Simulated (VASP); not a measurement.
# Sn (Fm-3m) in VASP: further runs, part 2 of 2

VASP 6.6.1. The steps go on from the part before.

## (3) Single point, PBE

This run uses another cell than the first one, of 27.93 Å³/atom.

INCAR

```
PREC     = Accurate       # precision mode
ENCUT    = 520            # plane-wave cutoff, eV
EDIFF    = 1E-6           # SCF threshold, eV
ISMEAR   = -1             # smearing method
SIGMA    = 0.06122561905347299 # smearing width, eV
LREAL    = False          # projectors in reciprocal space
LASPH    = True           # aspherical terms in the spheres
NELM     = 60             # most SCF steps
ALGO     = Normal         # electronic algorithm
ISIF     = 2              # what is computed and relaxed
LWAVE    = False          # write WAVECAR
LCHARG   = True           # write CHGCAR
GGA      = PE             # functional
LELF     = True           # ELF
LVHAR    = True         
NBANDS   = 13             # bands
```

KPOINTS

```
regular mesh
0
Gamma
  20 20 20
```

POSCAR

```
Sn
1.0
    0.0000000000      2.4080628706      2.4080628706
    2.4080628706      0.0000000000      2.4080628706
    2.4080628706      2.4080628706      0.0000000000
Sn
1
Direct
    0.0000000000      0.0000000000      0.0000000000
```

Potentials or basis: VASP PAW PBE potentials, release 64 (Sn_d).

Started as:

```sh
> cat potpaw_PBE.64/Sn_d/POTCAR > POTCAR
> mpirun -np 1 vasp_std > vasp.out
```

OUTCAR:

```text
PREC = Accurate
   ENCUT = 520
   EDIFF = 1E-6
   ISMEAR = -1
   LREAL = False
   LASPH = True
   NELM = 60
   ISIF = 2
   GGA = PE

 ion  position               nearest neighbor table
   1  0.000  0.000  0.000-

  LATTYP: Found a face centered cubic cell.
 ALAT       =     4.8161257412

  Lattice vectors:

 A1 = (   0.0000000000,   2.4080628706,   2.4080628706)
 A2 = (   2.4080628706,   0.0000000000,   2.4080628706)
 A3 = (   2.4080628706,   2.4080628706,   0.0000000000)

Analysis of symmetry for initial positions (statically):
=====================================================================
 Subroutine PRICEL returns:
 Original cell was already a primitive cell.

 Routine SETGRP: Setting up the symmetry group for a
 face centered cubic supercell.

 Subroutine GETGRP returns: Found 48 space group operations
 (whereof 48 operations were pure point group operations)
 out of a pool of 48 trial point group operations.

The static configuration has the point symmetry O_h .

Analysis of symmetry for dynamics (positions and initial velocities):
=====================================================================
 Subroutine PRICEL returns:
 Original cell was already a primitive cell.

 Routine SETGRP: Setting up the symmetry group for a
 face centered cubic supercell.

 Subroutine GETGRP returns: Found 48 space group operations
 (whereof 48 operations were pure point group operations)
 out of a pool of 48 trial point group operations.

The dynamic configuration has the point symmetry O_h .

 Subroutine INISYM returns: Found 48 space group operations
 (whereof 48 operations are pure point group operations),
 and found     1 'primitive' translations

----------------------------------------------------------------------------------------

                                     Primitive cell

  volume of cell :      27.9276

  direct lattice vectors                    reciprocal lattice vectors
     0.000000000  2.408062871  2.408062871    -0.207635775  0.207635775  0.207635775
     2.408062871  0.000000000  2.408062871     0.207635775 -0.207635775  0.207635775
     2.408062871  2.408062871  0.000000000     0.207635775  0.207635775 -0.207635775

  length of vectors
     3.405515171  3.405515171  3.405515171     0.359635711  0.359635711  0.359635711

  position of ions in fractional coordinates (direct lattice)
     0.000000000  0.000000000  0.000000000

  ion indices of the primitive-cell ions
   primitive index   ion index
                 1           1

----------------------------------------------------------------------------------------

 KPOINTS: regular mesh

Automatic generation of k-mesh.
 Grid dimensions read from file:
 generate k-points for:   20   20   20

 Generating k-lattice:

  Cartesian coordinates                     Fractional coordinates (reciprocal lattice)
    -0.010381789  0.010381789  0.010381789     0.050000000  0.000000000  0.000000000
     0.010381789 -0.010381789  0.010381789     0.000000000  0.050000000  0.000000000
     0.010381789  0.010381789 -0.010381789     0.000000000  0.000000000  0.050000000

  Length of vectors
     0.017981786  0.017981786  0.017981786

  Shift w.r.t. Gamma in fractional coordinates (k-lattice)
     0.000000000  0.000000000  0.000000000

 Subroutine IBZKPT returns following result:
 ===========================================

 Found    256 irreducible k-points:

 Following reciprocal coordinates:
            Coordinates               Weight
  0.000000  0.000000  0.000000      1.000000
  0.050000  0.000000  0.000000      8.000000
  0.100000  0.000000  0.000000      8.000000
  0.150000  0.000000  0.000000      8.000000
  0.200000  0.000000  0.000000      8.000000
  0.250000  0.000000  0.000000      8.000000
[... 16 lines left out ...]
 -0.400000  0.050000  0.000000     24.000000
 -0.350000  0.050000  0.000000     24.000000
 [... further k-points ...]
   k-points           NKPTS =    256   k-points in BZ     NKDIM =    256   number of bands    NBANDS=     13
   number of dos      NEDOS =    301   number of ions     NIONS =      1
   total plane-waves  NPLWV =  21952
   dimension x,y,z NGX =    28 NGY =   28 NGZ =   28
   dimension x,y,z NGXF=    56 NGYF=   56 NGZF=   56
   ions per type =               1
   NGX,Y,Z   is equivalent  to a cutoff of  13.67, 13.67, 13.67 a.u.
   NGXF,Y,Z  is equivalent  to a cutoff of  27.34, 27.34, 27.34 a.u.
 SYSTEM =  unknown system
   PREC   = accura    normal or accurate (medium, high low for compatibility)
   ISTART =      0    job   : 0-new  1-cont  2-samecut
   ICHARG =      2    charge: 1-file 2-atom 10-const
   ISPIN  =      1    spin polarized calculation?
   LNONCOLLINEAR =      F non collinear calculations
   LSORBIT =      F    spin-orbit coupling
   LASPH  =      T    aspherical Exc in radial PAW
   ENCUT  =  520.0 eV  38.22 Ry    6.18 a.u.   6.33  6.33  6.33*2*pi/ulx,y,z
   NELM   =     60;   NELMIN=  2; NELMDL= -5     # of ELM steps
   EDIFF  = 0.1E-05   stopping-criterion for ELM
   LREAL  =      F    real-space projection
   EDIFFG = 0.1E-04   stopping-criterion for IOM
   NSW    =      0    number of steps for IOM
   IBRION =     -1    ionic relax: 0-MD 1-quasi-New 2-CG
   NFREE  =      0    steps in history (QN), initial steepest desc. (CG)
   ISIF   =      2    stress and relaxation
   ISYM   =      2    0-nonsym 1-usesym 2-fastsym
   POTIM  = 0.5000    time-step for ionic-motion
   TEBEG  =    0.0;   TEEND  =   0.0 temperature during run
   PSTRESS=    0.0 pullay stress
   NELECT =      14.0000    total number of electrons
   NUPDOWN=      -1.0000    fix difference up-down
   EMIN   =  10.00;   EMAX   =-10.00  energy-range for DOS
   EFERMI =   0.00;   METHOD = LEGACY
   ISMEAR =    -1;   SIGMA  =   0.06  broadening in eV -4-tet -1-fermi 0-gaus
   EFERMI_NEDOS =   21; number of points for ismear=-14 and -15
   IALGO  =     38    algorithm
   IMIX   =      4    mixing-type and parameters
     AMIX     =   0.40;   BMIX     =  1.00
     AMIX_MAG =   1.60;   BMIX_MAG =  1.00
  volume/ion in A,a.u.               =      27.93       188.46
  Fermi-wavevector in a.u.,A,eV,Ry     =   1.300488  2.457566 23.011113  1.691269
  Thomas-Fermi vector in A             =   2.431684
   LORBIT       =      0    0 simple, 1 ext, 2 COOP (PROOUT), +10 PAW based schemes
   GGA     = PE    functional components
   LHFCALC =     F    Hartree Fock is set to
   AEXX    =    0.0000 exact exchange contribution
   IVDW    =     0    specifies the selected vdW correction
   LEPSILON=     F    determine dielectric tensor
   LRPA    =     F    only Hartree local field effects (RPA)
 non-spin polarized calculation
  energy-cutoff  :      520.00
  volume of cell :       27.93
 maximum number of plane-waves:       769
 NGX is ok and might be reduce to    28
   NGX = 13   NGY = 13   NGZ = 13

 number of electron      14.0000000 magnetization

 Free energy of the ion-electron system (eV)
  ---------------------------------------------------
  ext. energy  EPLUGINS =         0.00000000
  ---------------------------------------------------
  free energy    TOTEN  =        -3.78757165 eV

  energy without entropy =       -3.78018700  energy(sigma->0) =       -3.78387933

 E-fermi :   7.8426     XC(G=0): -10.2366

 val. band max:        7.8307912313   @ k =  -0.4000   0.4500   0.1000
 cond. band min:       7.8651070019   @ k =  -0.4500   0.4000   0.0500
 fundamental gap:      0.0343157705
 Fermi energy:         7.8426484522

 k-point     1 :       0.0000    0.0000    0.0000
  band No.  band energies     occupation
      1     -13.7343      2.00000
      2     -13.7343      2.00000
      3     -13.7343      2.00000
      4     -13.6639      2.00000
      5     -13.6639      2.00000
      6      -3.1249      2.00000
      7      15.2976      0.00000
      8      15.2976      0.00000
      9      15.2976      0.00000
     10      18.3920      0.00000
     11      19.4855      0.00000
     12      19.4855      0.00000
     13      19.4855      0.00000
[... 353 lines left out ...]
 k-point    24 :      -0.3500    0.0500    0.0000
  band No.  band energies     occupation
      1     -13.7305      2.00000
      2     -13.7221      2.00000
      3     -13.7204      2.00000
      4     -13.6174      2.00000
      5     -13.6069      2.00000
      6      -0.4124      2.00000
      7       5.6073      2.00000
      8      12.8794      0.00000
      9      13.8765      0.00000
     10      17.4414      0.00000
     11      18.1910      0.00000
     12      18.6247      0.00000
     13      20.1389      0.00000

 [... further k-points ...]

------------------------ aborting loop because EDIFF is reached ----------------------------------------

  FORCE on cell =-STRESS in cart. coord.  units (eV):
  Direction    XX          YY          ZZ          XY          YZ          ZX
  --------------------------------------------------------------------------------------
  -------------------------------------------------------------------------------------
  Total        0.0281883      0.0281883      0.0281883      0.0000000      0.0000000      0.0000000
  in kB        1.6171357      1.6171357      1.6171357      0.0000000      0.0000000      0.0000000
  external PRESSURE =       1.6171357 kB  Pullay stress =       0.0000000 kB

 VOLUME and BASIS-vectors are now :
 -----------------------------------------------------------------------------
  energy-cutoff  :      520.00
  volume of cell :       27.93
      direct lattice vectors                 reciprocal lattice vectors
     0.000000000  2.408062871  2.408062871    -0.207635775  0.207635775  0.207635775
     2.408062871  0.000000000  2.408062871     0.207635775 -0.207635775  0.207635775
     2.408062871  2.408062871  0.000000000     0.207635775  0.207635775 -0.207635775

 POSITION                                       TOTAL-FORCE (eV/Angst)
 -----------------------------------------------------------------------------------
      0.00000      0.00000      0.00000        -0.000000      0.000000     -0.000000
 -----------------------------------------------------------------------------------
    total drift:                               -0.000000     -0.000000     -0.000000

  FREE ENERGIE OF THE ION-ELECTRON SYSTEM (eV)
  ---------------------------------------------------
  free  energy   TOTEN  =        -3.7875716545 eV

  energy  without entropy=       -3.7801870046  energy(sigma->0) =       -3.78387933
```

It took 35 s on 1 thread of Intel Xeon 6975P-C (Granite Rapids), shared host; peak memory 0.22 GiB.

What came out:

| Item | Value |
| --- | --- |
| Free energy | -3.7876 eV |
| Pressure | 0.2 GPa |
| Band gap on the k mesh | zero (bands 7 and 8 overlap by 9.39 eV) |

Caveat: spin-orbit coupling is left out, which moves the levels of the heavy elements.

## (4) Single point, PBE

This run uses another cell than the first one, of 28.49 Å³/atom.

INCAR

```
SYSTEM = Sn
ALGO = Normal
EDIFF = 1E-7
ENCUT = 520
GGA = PE
ISIF = 2
ISMEAR = -1
LASPH = .TRUE.
LCHARG = .FALSE.
LREAL = .FALSE.
LWAVE = .FALSE.
NBANDS = 13
NELM = 80
PREC = Accurate
SIGMA = 0.06122561905347299
```

KPOINTS

```
k-points
0
G
  20 20 20
  0 0 0
```

POSCAR

```
Sn
1.0
    0.0000000000      2.4240107716      2.4240107716
    2.4240107716      0.0000000000      2.4240107716
    2.4240107716      2.4240107716      0.0000000000
Sn
1
Direct
    0.0000000000      0.0000000000      0.0000000000
```

Started as:

```sh
> cat potpaw_PBE.64/Sn_d/POTCAR > POTCAR
> mpirun -np 1 vasp_std > vasp.out
```

Wall time 39 s (1 thread of Intel Xeon 6975P-C (Granite Rapids), shared host); peak memory 0.21 GiB.

It converged, with:

```yaml
Free_energy: -3.7867 eV
Pressure: -0.8 GPa
Band_gap_on_the_k_mesh: zero (bands 7 and 8 overlap by 9.19 eV)
```

Levels at points of the mesh, in eV from the Fermi level:
```
           k point  band 3  band 4  band 5  band 6  band 7  band 8  band 9  band 10  band 11  band 12
(0.00, 0.00, 0.00)  -21.57  -21.50  -21.50  -10.83    7.29    7.29    7.29    10.53    11.52    11.52
(0.50, 0.00, 0.00)  -21.56  -21.44  -21.44   -6.75   -4.42    5.49    5.49     9.78     9.91    10.39
(0.50, 0.50, 0.00)  -21.44  -21.42  -21.42   -4.97   -3.46    1.98    1.98     5.23     5.67    19.73
```

Caveat: spin-orbit coupling is left out, which moves the levels of the heavy elements.

## (5) Summary

| cell | gap on the mesh (eV) | pressure (GPa) |
| --- | --- | --- |
| a = 3.383 Å, angles 60.0°, 1 atom | none | 1.2 |
| a = 3.406 Å, angles 60.0°, 1 atom | none | 0.2 |
| a = 3.428 Å, angles 60.0°, 1 atom | none | -0.8 |

Alike in all rows: task single point; level PBE; potentials or basis VASP PAW PBE potentials, release 64 (Sn_d); no spin polarisation; k mesh 20 × 20 × 20; cutoff (eV) 520; smearing fermi-dirac 0.0612256 eV.

Caveats: spin-orbit coupling is left out, which moves the levels of the heavy elements.

Absolute energies hang on the potentials; compare differences alone.
